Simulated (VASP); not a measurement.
# Ru (P6_3/mmc) in VASP: settings compared, part 2 of 2

VASP 6.6.1. Earlier steps stand in the parts before.

### Step 4. Single point, PBE

This run uses another cell than the first one, of 13.79 Å³/atom.

INCAR

```
SYSTEM = Ru
  ALGO = Normal
  EDIFF = 1E-7
  ENCUT = 520
  GGA = PE
  ISIF = 2
  ISMEAR = -1
  LASPH = .TRUE.
  LCHARG = .FALSE.
  LREAL = .FALSE.
  LWAVE = .FALSE.
  NBANDS = 21
  NELM = 80
  PREC = Accurate
  SIGMA = 0.1
```

KPOINTS

```
k-points
0
G
  10 10 6
  0 0 0
```

POSCAR

```
Ru
1.0
    2.7266343656      0.0000000000      0.0000000000
   -1.3633171828      2.3613346274      0.0000000000
    0.0000000000      0.0000000000      4.2822192658
Ru
2
Direct
    0.3333333333      0.6666666667      0.2500000000
    0.6666666667      0.3333333333      0.7500000000
```

Potentials or basis: VASP PAW PBE potentials, release 64 (Ru_pv).

The run is started by

```bash
$ cat potpaw_PBE.64/Ru_pv/POTCAR > POTCAR
$ mpirun -np 1 vasp_std > vasp.out
```

OUTCAR:

```text
SYSTEM = Ru
   EDIFF = 1E-7
   ENCUT = 520
   GGA = PE
   ISIF = 2
   ISMEAR = -1
   LASPH = .TRUE.
   LREAL = .FALSE.
   NELM = 80
   PREC = Accurate

 ion  position               nearest neighbor table
   1  0.333  0.667  0.250-   2 2.66   2 2.66   2 2.66   2 2.66   2 2.66   2 2.66
   2  0.667  0.333  0.750-   1 2.66   1 2.66   1 2.66   1 2.66   1 2.66   1 2.66

  LATTYP: Found a hexagonal cell.
 ALAT       =     2.7266343656
 C/A-ratio  =     1.5705146681

  Lattice vectors:

 A1 = (   2.7266343656,   0.0000000000,   0.0000000000)
 A2 = (  -1.3633171828,   2.3613346274,   0.0000000000)
 A3 = (   0.0000000000,   0.0000000000,   4.2822192658)

Analysis of symmetry for initial positions (statically):
=====================================================================
 Subroutine PRICEL returns:
 Original cell was already a primitive cell.

 Routine SETGRP: Setting up the symmetry group for a
 hexagonal supercell.

 Subroutine GETGRP returns: Found 24 space group operations
 (whereof 12 operations were pure point group operations)
 out of a pool of 24 trial point group operations.

The static configuration has the point symmetry D_3d.
 The point group associated with its full space group is D_6h.

Analysis of symmetry for dynamics (positions and initial velocities):
=====================================================================
 Subroutine PRICEL returns:
 Original cell was already a primitive cell.

 Routine SETGRP: Setting up the symmetry group for a
 hexagonal supercell.

 Subroutine GETGRP returns: Found 24 space group operations
 (whereof 12 operations were pure point group operations)
 out of a pool of 24 trial point group operations.

The dynamic configuration has the point symmetry D_3d.
 The point group associated with its full space group is D_6h.

 Subroutine INISYM returns: Found 24 space group operations
 (whereof 12 operations are pure point group operations),
 and found     1 'primitive' translations

[... 111 lines left out ...]
   IALGO  =     38    algorithm
   IMIX   =      4    mixing-type and parameters
     AMIX     =   0.40;   BMIX     =  1.00
     AMIX_MAG =   1.60;   BMIX_MAG =  1.00
  volume/ion in A,a.u.               =      13.79        93.03
  Fermi-wavevector in a.u.,A,eV,Ry     =   1.645545  3.109629 36.842099  2.707818
  Thomas-Fermi vector in A             =   2.735324
   LORBIT       =      0    0 simple, 1 ext, 2 COOP (PROOUT), +10 PAW based schemes
   GGA     = PE    functional components
   LHFCALC =     F    Hartree Fock is set to
   AEXX    =    0.0000 exact exchange contribution
   IVDW    =     0    specifies the selected vdW correction
   LEPSILON=     F    determine dielectric tensor
   LRPA    =     F    only Hartree local field effects (RPA)
 non-spin polarized calculation
  energy-cutoff  :      520.00
  volume of cell :       27.57
 maximum number of plane-waves:       760
   NGX = 11   NGY = 11   NGZ = 15

 number of electron      28.0000011 magnetization

 Free energy of the ion-electron system (eV)
  ---------------------------------------------------
  ext. energy  EPLUGINS =         0.00000000
  ---------------------------------------------------
  free energy    TOTEN  =       -18.48159209 eV

  energy without entropy =      -18.41821074  energy(sigma->0) =      -18.44990142

 E-fermi :  12.5678     XC(G=0): -14.0249

 val. band max:       12.4257246074   @ k =   0.1000   0.0000   0.3333
 cond. band min:      12.5736998586   @ k =   0.4000  -0.0000   0.3333
 fundamental gap:      0.1479752512
 Fermi energy:        12.5678397602

 k-point     1 :       0.0000    0.0000    0.0000
  band No.  band energies     occupation
      1     -31.0398      2.00000
      2     -30.1493      2.00000
      3     -30.1493      2.00000
      4     -29.9805      2.00000
      5     -29.9805      2.00000
      6     -29.9352      2.00000
[... 565 lines left out ...]
     20      23.0034      0.00000
     21      23.0856      0.00000

 [... further k-points ...]

------------------------ aborting loop because EDIFF is reached ----------------------------------------

  FORCE on cell =-STRESS in cart. coord.  units (eV):
  Direction    XX          YY          ZZ          XY          YZ          ZX
  --------------------------------------------------------------------------------------
  -------------------------------------------------------------------------------------
  Total       -0.0201729     -0.0201729     -0.0180784      0.0000000      0.0000000     -0.0000000
  in kB       -1.1722649     -1.1722649     -1.0505525      0.0000000      0.0000000     -0.0000000
  external PRESSURE =      -1.1316941 kB  Pullay stress =       0.0000000 kB

 VOLUME and BASIS-vectors are now :
 -----------------------------------------------------------------------------
  energy-cutoff  :      520.00
  volume of cell :       27.57
      direct lattice vectors                 reciprocal lattice vectors
     2.726634366  0.000000000  0.000000000     0.366752511  0.211744661  0.000000000
    -1.363317183  2.361334627  0.000000000     0.000000000  0.423489322  0.000000000
     0.000000000  0.000000000  4.282219266     0.000000000  0.000000000  0.233523773

 POSITION                                       TOTAL-FORCE (eV/Angst)
 -----------------------------------------------------------------------------------
     -0.00000      1.57422      1.07055         0.000000      0.000000      0.000000
      1.36332      0.78711      3.21166        -0.000000     -0.000000      0.000000
 -----------------------------------------------------------------------------------
    total drift:                                0.000000     -0.000000      0.000000

  FREE ENERGIE OF THE ION-ELECTRON SYSTEM (eV)
  ---------------------------------------------------
  free  energy   TOTEN  =       -18.4815920892 eV

  energy  without entropy=      -18.4182107444  energy(sigma->0) =      -18.44990142
```

OSZICAR:

```text
N       E                     dE             d eps       ncg     rms          rms(c)
DAV:   1     0.284979567128E+03    0.28498E+03   -0.17571E+04  2352   0.148E+03
DAV:   2    -0.140075216380E+02   -0.29899E+03   -0.29007E+03  2427   0.442E+02
DAV:   3    -0.197955854099E+02   -0.57881E+01   -0.57584E+01  2787   0.686E+01
DAV:   4    -0.198389606644E+02   -0.43375E-01   -0.43324E-01  2895   0.572E+00
DAV:   5    -0.198395523122E+02   -0.59165E-03   -0.58833E-03  2732   0.589E-01    0.171E+01
DAV:   6    -0.185624543191E+02    0.12771E+01   -0.30126E+00  2692   0.167E+01    0.446E+00
DAV:   7    -0.184888645056E+02    0.73590E-01   -0.36848E-01  2752   0.453E+00    0.105E+00
DAV:   8    -0.184817631218E+02    0.71014E-02   -0.17152E-02  2530   0.102E+00    0.258E-01
DAV:   9    -0.184815840034E+02    0.17912E-03   -0.66685E-04  2677   0.272E-01    0.328E-02
DAV:  10    -0.184815948719E+02   -0.10868E-04   -0.41396E-05  2667   0.665E-02    0.163E-02
DAV:  11    -0.184815923637E+02    0.25083E-05   -0.90594E-06  2637   0.285E-02    0.244E-03
DAV:  12    -0.184815920739E+02    0.28977E-06   -0.15416E-07  1859   0.442E-03    0.510E-04
DAV:  13    -0.184815920892E+02   -0.15263E-07   -0.56920E-09  1586   0.807E-04
   1 F= -.18481592E+02 E0= -.18449901E+02  d E =-.633813E-01
```

Wall time 35 s (1 thread of Intel Xeon 8259CL, shared host); peak memory 0.15 GiB.

Results:

| Property | Result |
| --- | --- |
| Free energy | -18.4816 eV |
| Pressure | -0.1 GPa |
| Band gap on the k mesh | zero (bands 14 and 15 overlap by 3.12 eV) |

### Step 5. Single point, RPBE

This run uses another cell than the first one, of 13.98 Å³/atom.

INCAR

```
SYSTEM = Ru
PREC = Accurate
ENCUT = 520
EDIFF = 1E-7
ISMEAR = -1
SIGMA = 0.1
LREAL = .FALSE.
LASPH = .TRUE.
NELM = 60
ALGO = Normal
ISIF = 2
LWAVE = .FALSE.
LCHARG = .TRUE.
GGA = RP
LELF = .TRUE.
LVHAR = .TRUE.
NBANDS = 21
```

KPOINTS

```
regular mesh
0
G
  10 10 6
  0 0 0
```

POSCAR

```
Ru
1.0
    2.7398426527      0.0000000000      0.0000000000
   -1.3699213264      2.3727733396      0.0000000000
    0.0000000000      0.0000000000      4.3021931736
Ru
2
Direct
    0.3333333333      0.6666666667      0.2500000000
    0.6666666667      0.3333333333      0.7500000000
```

The run is started by

```bash
$ cat potpaw_PBE.64/Ru_pv/POTCAR > POTCAR
$ mpirun -np 1 vasp_std > vasp.out
```

Run time: 28 s. Hardware: 1 thread of Intel Xeon 8259CL, shared host; peak memory 0.15 GiB.

The run converged. Its results:

| Item | Value |
| --- | --- |
| Free energy | -17.1896 eV |
| Pressure | -0.1 GPa |
| Band gap on the k mesh | zero (bands 14 and 15 overlap by 3.04 eV) |

Levels at points of the mesh, in eV from the Fermi level:
```csv
k point,band 12,band 13,band 14,band 15,band 16,band 17
"(0.00, 0.00, 0.00)",-1.82,-1.82,-1.39,-1.39,1.12,1.12
"(0.50, 0.00, 0.00)",-1.76,-1.42,1.30,1.71,1.84,3.88
"(0.00, 0.00, 0.50)",-2.67,-2.57,-2.57,0.51,0.51,0.51
"(0.50, 0.00, 0.50)",-1.04,0.42,0.42,1.55,1.55,3.28
```

Caveat: the PAW data sets were made with another functional, which shifts forces and pressure a little.

### Step 6. Overview

| level | cell | gap on the mesh (eV) | pressure (GPa) |
| --- | --- | --- | --- |
| revPBE+D3(BJ) | a = 2.693, b = 2.693, c = 4.237 Å, angles 90.0, 90.0, 120.0°, 2 atoms | none | 0.0 |
| PBEsol | a = 2.696, b = 2.696, c = 4.236 Å, angles 90.0, 90.0, 120.0°, 2 atoms | none | 0.0 |
| PBE | a = 2.727, b = 2.727, c = 4.282 Å, angles 90.0, 90.0, 120.0°, 2 atoms | none | -0.1 |
| RPBE | a = 2.740, b = 2.740, c = 4.302 Å, angles 90.0, 90.0, 120.0°, 2 atoms | none | -0.1 |

Alike in all rows: task single point; potentials or basis VASP PAW PBE potentials, release 64 (Ru_pv); no spin polarisation; k mesh 10 × 10 × 6; cutoff (eV) 520; smearing fermi-dirac 0.1 eV.

Caveats: the PAW data sets were made with another functional, which shifts forces and pressure a little (at least some runs).

Absolute energies hang on the potentials; compare differences alone.
